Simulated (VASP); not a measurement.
# MgRe in VASP: further runs

MgRe is run at these levels: PBE; tasks: single point.

Program: VASP 6.6.1. These are calculated values, not measurements. Logs are shortened: lines on timing, memory, paths and dates and some standing lists are left out, and cuts for length are marked.

**1. The cell of the first run**

The structure is tetragonal, space group I4_1/amd (No. 141). The conventional cell has a = 4.459 Å, b = 4.459 Å, c = 6.267 Å, α = 90.00°, β = 90.00°, γ = 90.00°. Within 3.6 Å of Mg (site symmetry -4m2) lie 4 Mg at 2.73 Å and 10 Re at 2.73 to 3.15 Å. Within 3.6 Å of Re (site symmetry -4m2) lie 10 Mg at 2.73 to 3.15 Å and 4 Re at 2.73 Å.

The cell was generated, and may not be a known phase.

**2. Single point, PBE**

INCAR reads:

```
  PREC = Accurate
  ENCUT = 520
  EDIFF = 1E-7
  ISMEAR = 0
  SIGMA = 0.2
  LREAL = F
  LASPH = T
  NELM = 60
  ALGO = Normal
  ISIF = 2
  LWAVE = F
  LCHARG = F
  GGA = PE
  NBANDS = 17
```

KPOINTS reads:

```
regular mesh
0
Gamma
  6 6 6
```

POSCAR reads:

```
MgRe
1.0
   -2.2296596231      2.2296596231      3.1334685343
    2.2296596231     -2.2296596231      3.1334685343
    2.2296596231      2.2296596231     -3.1334685343
Mg Re
2 2
Direct
    0.7500000000      0.2500000000      0.5000000000
    0.0000000000      0.0000000000      0.0000000000
    0.5000000000      0.5000000000      0.0000000000
    0.2500000000      0.7500000000      0.5000000000
```

Potentials or basis: VASP PAW PBE potentials, release 64 (Mg, Re).

On the command line:

```bash
cat potpaw_PBE.64/Mg/POTCAR potpaw_PBE.64/Re/POTCAR > POTCAR
mpirun -np 1 vasp_std > vasp.out
```

OUTCAR:

```text
PREC = Accurate
   ENCUT = 520
   EDIFF = 1E-7
   ISMEAR = 0
   LREAL = F
   LASPH = T
   NELM = 60
   ISIF = 2
   GGA = PE

 ion  position               nearest neighbor table
   1  0.750  0.250  0.500-   3 2.73   2 2.73   2 2.73   3 2.73   2 2.73   3 2.73   3 2.73   2 2.73
                             4 3.13   4 3.13   4 3.15   4 3.15   4 3.15   4 3.15
   2  0.000  0.000  0.000-   1 2.73   4 2.73   1 2.73   4 2.73   1 2.73   4 2.73   1 2.73   4 2.73
                             3 3.13   3 3.13   3 3.15   3 3.15   3 3.15   3 3.15
   3  0.500  0.500  0.000-   4 2.73   1 2.73   1 2.73   4 2.73   1 2.73   4 2.73   4 2.73   1 2.73
                             2 3.13   2 3.13   2 3.15   2 3.15   2 3.15   2 3.15
   4  0.250  0.750  0.500-   2 2.73   3 2.73   2 2.73   3 2.73   2 2.73   3 2.73   2 2.73   3 2.73
                             1 3.13   1 3.13   1 3.15   1 3.15   1 3.15   1 3.15

  LATTYP: Found a body centered tetragonal cell.
 ALAT       =     4.4593192462
 C/A-ratio  =     1.4053573477

  Lattice vectors:

 A1 = (  -2.2296596231,   2.2296596231,   3.1334685343)
 A2 = (   2.2296596231,  -2.2296596231,   3.1334685343)
 A3 = (   2.2296596231,   2.2296596231,  -3.1334685343)

Analysis of symmetry for initial positions (statically):
=====================================================================
 Subroutine PRICEL returns:
 Original cell was already a primitive cell.

 Routine SETGRP: Setting up the symmetry group for a
 body centered tetragonal supercell.

 Subroutine GETGRP returns: Found 16 space group operations
 (whereof  8 operations were pure point group operations)
 out of a pool of 16 trial point group operations.

The static configuration has the point symmetry D_2d.
 The point group associated with its full space group is D_4h.

Analysis of symmetry for dynamics (positions and initial velocities):
=====================================================================
 Subroutine PRICEL returns:
 Original cell was already a primitive cell.

 Routine SETGRP: Setting up the symmetry group for a
 body centered tetragonal supercell.

 Subroutine GETGRP returns: Found 16 space group operations
 (whereof  8 operations were pure point group operations)
 out of a pool of 16 trial point group operations.

The dynamic configuration has the point symmetry D_2d.
 The point group associated with its full space group is D_4h.

 Subroutine INISYM returns: Found 16 space group operations
 (whereof  8 operations are pure point group operations),
 and found     1 'primitive' translations

----------------------------------------------------------------------------------------

                                     Primitive cell

  volume of cell :      62.3107

  direct lattice vectors                    reciprocal lattice vectors
    -2.229659623  2.229659623  3.133468534     0.000000000  0.224249475  0.159567583
     2.229659623 -2.229659623  3.133468534     0.224249475  0.000000000  0.159567583
     2.229659623  2.229659623 -3.133468534     0.224249475  0.224249475  0.000000000

  length of vectors
     4.445378401  4.445378401  4.445378401     0.275226526  0.275226526  0.317136649

  position of ions in fractional coordinates (direct lattice)
     0.750000000  0.250000000  0.500000000
     0.000000000  0.000000000  0.000000000
     0.500000000  0.500000000  0.000000000
     0.250000000  0.750000000  0.500000000

  ion indices of the primitive-cell ions
   primitive index   ion index
                 1           1
                 2           2
                 3           3
                 4           4

----------------------------------------------------------------------------------------

 KPOINTS: regular mesh

Automatic generation of k-mesh.
 Grid dimensions read from file:
 generate k-points for:    6    6    6

 Generating k-lattice:

  Cartesian coordinates                     Fractional coordinates (reciprocal lattice)
     0.000000000  0.037374913  0.026594597     0.166666667 -0.000000000  0.000000000
     0.037374913  0.000000000  0.026594597    -0.000000000  0.166666667  0.000000000
     0.037374913  0.037374913  0.000000000     0.000000000  0.000000000  0.166666667

  Length of vectors
     0.045871088  0.045871088  0.052856108

  Shift w.r.t. Gamma in fractional coordinates (k-lattice)
     0.000000000  0.000000000  0.000000000

 Subroutine IBZKPT returns following result:
 ===========================================

 Found     30 irreducible k-points:

 Following reciprocal coordinates:
            Coordinates               Weight
  0.000000  0.000000  0.000000      1.000000
  0.166667 -0.000000  0.000000      8.000000
  0.333333 -0.000000  0.000000      8.000000
  0.500000 -0.000000  0.000000      4.000000
  0.166667  0.166667  0.000000      8.000000
  0.333333  0.166667  0.000000     16.000000
[... 16 lines left out ...]
 -0.333333 -0.333333  0.166667      8.000000
 -0.166667 -0.333333  0.166667      8.000000
 [... further k-points ...]
   k-points           NKPTS =     30   k-points in BZ     NKDIM =     30   number of bands    NBANDS=     17
   number of dos      NEDOS =    301   number of ions     NIONS =      4
   total plane-waves  NPLWV =  46656
   dimension x,y,z NGX =    36 NGY =   36 NGZ =   36
   dimension x,y,z NGXF=    72 NGYF=   72 NGZF=   72
   ions per type =               2   2
   NGX,Y,Z   is equivalent  to a cutoff of  13.46, 13.46, 13.46 a.u.
   NGXF,Y,Z  is equivalent  to a cutoff of  26.93, 26.93, 26.93 a.u.
 SYSTEM =  unknown system
   PREC   = accura    normal or accurate (medium, high low for compatibility)
   ISTART =      0    job   : 0-new  1-cont  2-samecut
   ICHARG =      2    charge: 1-file 2-atom 10-const
   ISPIN  =      1    spin polarized calculation?
   LNONCOLLINEAR =      F non collinear calculations
   LSORBIT =      F    spin-orbit coupling
   LASPH  =      T    aspherical Exc in radial PAW
   ENCUT  =  520.0 eV  38.22 Ry    6.18 a.u.   8.27  8.27  8.27*2*pi/ulx,y,z
   NELM   =     60;   NELMIN=  2; NELMDL= -5     # of ELM steps
   EDIFF  = 0.1E-06   stopping-criterion for ELM
   LREAL  =      F    real-space projection
   EDIFFG = 0.1E-05   stopping-criterion for IOM
   NSW    =      0    number of steps for IOM
   IBRION =     -1    ionic relax: 0-MD 1-quasi-New 2-CG
   NFREE  =      0    steps in history (QN), initial steepest desc. (CG)
   ISIF   =      2    stress and relaxation
   ISYM   =      2    0-nonsym 1-usesym 2-fastsym
   POTIM  = 0.5000    time-step for ionic-motion
   TEBEG  =    0.0;   TEEND  =   0.0 temperature during run
   PSTRESS=    0.0 pullay stress
   NELECT =      18.0000    total number of electrons
   NUPDOWN=      -1.0000    fix difference up-down
   EMIN   =  10.00;   EMAX   =-10.00  energy-range for DOS
   EFERMI =   0.00;   METHOD = LEGACY
   ISMEAR =     0;   SIGMA  =   0.20  broadening in eV -4-tet -1-fermi 0-gaus
   EFERMI_NEDOS =   21; number of points for ismear=-14 and -15
   IALGO  =     38    algorithm
   IMIX   =      4    mixing-type and parameters
     AMIX     =   0.40;   BMIX     =  1.00
     AMIX_MAG =   1.60;   BMIX_MAG =  1.00
  volume/ion in A,a.u.               =      15.58       105.12
  Fermi-wavevector in a.u.,A,eV,Ry     =   1.082210  2.045080 15.934848  1.171178
  Thomas-Fermi vector in A             =   2.218246
   LORBIT       =      0    0 simple, 1 ext, 2 COOP (PROOUT), +10 PAW based schemes
   GGA     = PE    functional components
   LHFCALC =     F    Hartree Fock is set to
   AEXX    =    0.0000 exact exchange contribution
   IVDW    =     0    specifies the selected vdW correction
   LEPSILON=     F    determine dielectric tensor
   LRPA    =     F    only Hartree local field effects (RPA)
 non-spin polarized calculation
 Gauss-broadening in eV      SIGMA  =   0.20
  energy-cutoff  :      520.00
  volume of cell :       62.31
 maximum number of plane-waves:      1688
 NGX is ok and might be reduce to    36

 number of electron      18.0000000 magnetization

 Free energy of the ion-electron system (eV)
  ---------------------------------------------------
  ext. energy  EPLUGINS =         0.00000000
  ---------------------------------------------------
  free energy    TOTEN  =       -27.32272805 eV

  energy without entropy =      -27.30299865  energy(sigma->0) =      -27.31286335

 E-fermi :   5.8146     XC(G=0): -11.6234

 val. band max:        5.5444190540   @ k =   0.5000  -0.0000   0.0000
 cond. band min:       5.8889386390   @ k =  -0.3333   0.3333   0.3333
 fundamental gap:      0.3445195850
 Fermi energy:         5.8145933408

 k-point     1 :       0.0000    0.0000    0.0000
  band No.  band energies     occupation
      1      -3.0357      2.00000
      2       2.4542      2.00000
      3       2.4842      2.00000
      4       2.9163      2.00000
      5       2.9199      2.00000
      6       2.9199      2.00000
[... 9 lines left out ...]
     16      12.2956      0.00000
     17      13.7487      0.00000

 k-point     2 :       0.1667   -0.0000    0.0000
  band No.  band energies     occupation
      1      -2.6489      2.00000
      2       2.2529      2.00000
      3       2.2688      2.00000
      4       2.8608      2.00000
      5       3.2919      2.00000
      6       3.2929      2.00000
[... 9 lines left out ...]
     16      12.4203      0.00000
     17      12.5156      0.00000

 k-point     3 :       0.3333   -0.0000    0.0000
  band No.  band energies     occupation
      1      -1.5835      2.00000
      2       1.9262      2.00000
      3       2.1908      2.00000
      4       2.2045      2.00000
      5       2.9336      2.00000
      6       3.2944      2.00000
[... 392 lines left out ...]
 k-point    23 :      -0.3333   -0.3333    0.1667
  band No.  band energies     occupation
      1      -0.6583      2.00000
      2       1.3046      2.00000
      3       1.7226      2.00000
      4       2.7454      2.00000
      5       2.8678      2.00000
      6       3.5553      2.00000
[... 9 lines left out ...]
     16      12.4264      0.00000
     17      13.0970      0.00000

 k-point    24 :      -0.1667   -0.3333    0.1667
  band No.  band energies     occupation
      1      -1.6577      2.00000
      2       1.5368      2.00000
      3       2.4030      2.00000
      4       2.7604      2.00000
      5       3.0533      2.00000
      6       3.2472      2.00000
[... 9 lines left out ...]
     16      12.0393      0.00000
     17      12.9375      0.00000

 [... further k-points ...]

------------------------ aborting loop because EDIFF is reached ----------------------------------------

  FORCE on cell =-STRESS in cart. coord.  units (eV):
  Direction    XX          YY          ZZ          XY          YZ          ZX
  --------------------------------------------------------------------------------------
  -------------------------------------------------------------------------------------
  Total       -0.2195153     -0.2195153      0.0368413      0.0000000      0.0000000      0.0000000
  in kB       -5.6443354     -5.6443354      0.9472912      0.0000000      0.0000000      0.0000000
  external PRESSURE =      -3.4471266 kB  Pullay stress =       0.0000000 kB

 VOLUME and BASIS-vectors are now :
 -----------------------------------------------------------------------------
  energy-cutoff  :      520.00
  volume of cell :       62.31
      direct lattice vectors                 reciprocal lattice vectors
    -2.229659623  2.229659623  3.133468534     0.000000000  0.224249475  0.159567583
     2.229659623 -2.229659623  3.133468534     0.224249475  0.000000000  0.159567583
     2.229659623  2.229659623 -3.133468534     0.224249475  0.224249475  0.000000000

 POSITION                                       TOTAL-FORCE (eV/Angst)
 -----------------------------------------------------------------------------------
      0.00000      2.22966      1.56673        -0.000000      0.000000      0.000000
      0.00000      0.00000      0.00000         0.000000      0.000000      0.000000
      0.00000      0.00000      3.13347         0.000000     -0.000000     -0.000000
      2.22966      0.00000      1.56673         0.000000     -0.000000     -0.000000
 -----------------------------------------------------------------------------------
    total drift:                                0.000000     -0.000000      0.000000

  FREE ENERGIE OF THE ION-ELECTRON SYSTEM (eV)
  ---------------------------------------------------
  free  energy   TOTEN  =       -27.3227280487 eV

  energy  without entropy=      -27.3029986494  energy(sigma->0) =      -27.31286335
```

It took 51 s on 1 thread of Intel Xeon Platinum 8259CL at 2.50GHz (Skylake/Cascade Lake), shared host; peak memory 0.22 GiB.

Results:

```yaml
Free_energy: -27.3227 eV
Pressure: -0.3 GPa
Band_gap_on_the_k_mesh: zero (bands 9 and 10 overlap by 0.72 eV)
```

Caveat: spin-orbit coupling is left out, which moves the levels of the heavy elements.

**3. Single point, PBE**

INCAR reads:

```
SYSTEM = MgRe
PREC = Accurate
ENCUT = 520
EDIFF = 1E-7
ISMEAR = 0
SIGMA = 0.1
LREAL = .FALSE.
LASPH = .TRUE.
NELM = 60
ALGO = Fast
ISIF = 2
LWAVE = .FALSE.
LCHARG = .FALSE.
GGA = PE
NBANDS = 17
```

KPOINTS reads:

```
Automatic mesh
0
G
  10 10 10
  0 0 0
```

POSCAR reads:

```
MgRe
1.0
    0.0000000000      3.1476433915      3.1476433915
    3.1476433915      0.0000000000      3.1476433915
    3.1476433915      3.1476433915      0.0000000000
Mg Re
2 2
Direct
    0.2500000000      0.2500000000      0.2500000000
    0.0000000000      0.0000000000      0.0000000000
    0.5000000000      0.5000000000      0.5000000000
    0.7500000000      0.7500000000      0.7500000000
```

Potentials or basis: VASP PAW PBE potentials, release 64 (Mg, Re).

On the command line:

```bash
cat potpaw_PBE.64/Mg/POTCAR potpaw_PBE.64/Re/POTCAR > POTCAR
mpirun -np 1 vasp_std > vasp.out
```

Run time: 82 s. Hardware: 1 thread of Intel Xeon Platinum 8259CL at 2.50GHz (Skylake/Cascade Lake), shared host; peak memory 0.23 GiB.

It converged, with:

- Free energy: -27.3009 eV
- Pressure: -0.5 GPa
- Band gap on the k mesh: zero (bands 9 and 10 overlap by 0.80 eV)

Levels at points of the mesh, in eV from the Fermi level:
```tsv
k point	band 5	band 6	band 7	band 8	band 9	band 10	band 11	band 12	band 13	band 14
(0.00, 0.00, 0.00)	-2.75	-2.75	-1.46	-1.46	-1.46	2.05	2.05	5.52	5.52	5.52
(0.50, 0.00, 0.00)	-2.62	-2.54	-2.54	-0.13	-0.13	0.96	1.05	1.05	4.57	4.57
(0.50, 0.50, 0.00)	-2.40	-2.40	-0.87	-0.87	-0.30	-0.30	1.21	1.21	1.95	1.95
```

Caveat: spin-orbit coupling is left out, which moves the levels of the heavy elements.

**4. Single point, PBE**

INCAR reads:

```
PREC     = Accurate       # precision mode
ENCUT    = 520            # plane-wave cutoff, eV
EDIFF    = 1E-7           # SCF threshold, eV
ISMEAR   = 0              # smearing method
SIGMA    = 0.1            # smearing width, eV
LREAL    = F              # projectors in reciprocal space
LASPH    = T              # aspherical terms in the spheres
NELM     = 100            # most SCF steps
ALGO     = Normal         # electronic algorithm
ISIF     = 2              # what is computed and relaxed
LWAVE    = F              # write WAVECAR
LCHARG   = T              # write CHGCAR
GGA      = PE             # functional
LELF     = T              # ELF
LVHAR    = T            
NBANDS   = 17             # bands
```

KPOINTS reads:

```
regular mesh
0
Gamma
  10 10 10
```

POSCAR is that of step 3.

On the command line:

```bash
cat potpaw_PBE.64/Mg/POTCAR potpaw_PBE.64/Re/POTCAR > POTCAR
mpirun -np 1 vasp_std > vasp.out
```

It took 75 s on 1 thread of Intel Xeon Platinum 8259CL at 2.50GHz (Skylake/Cascade Lake), shared host; peak memory 0.23 GiB.

It converged, with:

* Free energy: -27.3009 eV
* Pressure: -0.5 GPa
* Band gap on the k mesh: zero (bands 9 and 10 overlap by 0.80 eV)

Levels at points of the mesh, in eV from the Fermi level:
```csv
k point,band 6,band 7,band 8,band 9,band 10,band 11,band 12,band 13
"(0.00, 0.00, 0.00)",-2.75,-1.46,-1.46,-1.46,2.05,2.05,5.52,5.52
"(0.50, 0.00, 0.00)",-2.54,-2.54,-0.13,-0.13,0.96,1.05,1.05,4.57
"(0.50, 0.50, 0.00)",-2.40,-0.87,-0.87,-0.30,-0.30,1.21,1.21,1.95
```

Caveat: spin-orbit coupling is left out, which moves the levels of the heavy elements.

**5. Single point, PBE**

This run uses another cell than the first one: it holds 8 atoms, not 4.

INCAR reads:

```
PREC = Accurate ; ENCUT = 520
EDIFF = 1E-6 ; ISMEAR = 0
SIGMA = 0.2 ; LREAL = F
LASPH = T ; NELM = 80
ALGO = Fast ; ISIF = 2
LWAVE = F ; LCHARG = F
GGA = PE ; NBANDS = 28
```

KPOINTS reads:

```
regular mesh
0
Gamma
  6 6 6
```

POSCAR reads:

```
MgRe
1.0
    0.0000000000      3.1476433915      3.1476433915
    3.1476433915      3.1476433915      0.0000000000
   -3.1476433915      6.2952867830     -3.1476433915
Mg Re
4 4
Direct
    0.3750000000      0.3750000000      0.8750000000
    0.8750000000      0.8750000000      0.3750000000
    0.5000000000      0.5000000000      0.5000000000
    0.0000000000      0.0000000000      1.0000000000
    0.7500000000      0.7500000000      0.7500000000
    0.2500000000      0.2500000000      0.2500000000
    0.1250000000      0.1250000000      0.6250000000
    0.6250000000      0.6250000000      0.1250000000
```

On the command line:

```bash
cat potpaw_PBE.64/Mg/POTCAR potpaw_PBE.64/Re/POTCAR > POTCAR
mpirun -np 1 vasp_std > vasp.out
```

Wall time 3.2 min (1 thread of Intel Xeon Platinum 8259CL at 2.50GHz (Skylake/Cascade Lake), shared host); peak memory 0.32 GiB.

It converged, with:

| Quantity | Value |
| --- | --- |
| Free energy | -54.6372 eV |
| Pressure | -0.5 GPa |
| Band gap on the k mesh | zero (bands 18 and 19 overlap by 0.51 eV) |

Levels at points of the mesh, in eV from the Fermi level:
| k point | band 14 | band 15 | band 16 | band 17 | band 18 | band 19 | band 20 | band 21 | band 22 | band 23 |
| --- | --- | --- | --- | --- | --- | --- | --- | --- | --- | --- |
| (0.00, 0.00, 0.00) | -1.52 | -1.52 | -1.52 | -0.18 | -0.18 | 0.91 | 1.00 | 1.00 | 1.99 | 1.99 |
| (0.50, 0.00, 0.00) | -1.81 | -1.25 | -1.25 | -0.51 | -0.51 | 0.63 | 0.63 | 1.18 | 1.18 | 1.58 |
| (0.50, 0.50, 0.00) | -0.92 | -0.92 | -0.35 | -0.35 | -0.18 | -0.18 | 0.90 | 1.00 | 1.00 | 1.15 |
| (0.00, 0.00, 0.50) | -2.34 | -1.29 | -1.29 | -1.29 | -1.29 | 1.76 | 1.76 | 1.76 | 1.76 | 3.26 |

Caveat: spin-orbit coupling is left out, which moves the levels of the heavy elements.

**6. Overview**

```tsv
cell	k mesh	smearing	gap on the mesh (eV)	pressure (GPa)
a = 4.445 Å, angles 119.8, 119.8, 90.4°, 4 atoms, atomic positions A	6 × 6 × 6	gaussian 0.2 eV	none	-0.3
a = 4.451 Å, angles 60.0°, 4 atoms, atomic positions B	10 × 10 × 10	gaussian 0.1 eV	none	-0.5
a = 4.451, b = 4.451, c = 7.710 Å, angles 73.2, 73.2, 60.0°, 8 atoms, atomic positions C	6 × 6 × 6	gaussian 0.2 eV	none	-0.5
```

Alike in all rows: task single point; level PBE; potentials or basis VASP PAW PBE potentials, release 64 (Mg, Re); no spin polarisation; cutoff (eV) 520.

Caveats: spin-orbit coupling is left out, which moves the levels of the heavy elements.

Total energies depend on the potentials used, so only differences within one code and one set of settings carry meaning.

The gap in the log of VASP goes by the Fermi energy; the results here count the filled bands.